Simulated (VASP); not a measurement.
A run of VASP 6.6.1 is set up as follows.

File INCAR:

```
  PREC = Accurate
  ENCUT = 520
  EDIFF = 1E-6
  ISMEAR = 0
  SIGMA = 0.03
  LREAL = False
  LASPH = True
  NELM = 100
  ALGO = Normal
  ISIF = 2
  LWAVE = False
  LCHARG = True
  GGA = PE
  LELF = True
  LVHAR = True
  NBANDS = 18
```

The input KPOINTS:

```
Automatic mesh
0
Gamma
  10 10 8
```

Contents of POSCAR:

```
P
1.0
    1.7048727138     -5.8119992806      0.0000000000
    1.7048727138      5.8119992806      0.0000000000
    0.0000000000      0.0000000000      4.4894062234
P
4
Direct
    0.0940707809      0.9059292191      0.9137202394
    0.5940707809      0.4059292191      0.5862797606
    0.9059292191      0.0940707809      0.0862797606
    0.4059292191      0.5940707809      0.4137202394
```

Potentials or basis: VASP PAW PBE potentials, release 64 (P).

Command:

```bash
$ cat potpaw_PBE.64/P/POTCAR > POTCAR
$ mpirun -np 1 vasp_std > vasp.out
```

(1) What does it give for the pressure?

(2) Estimate the largest force.

(3) What does it give for the band gap on the k mesh?

Answers

(1) -3.1 GPa.

(2) 0.468 eV/Å.

(3) 0.02 eV.

Caveat: the cell differs from its parent crystal (strain +0.030 along x and y, -0.015 along z); the cell stands under tension.
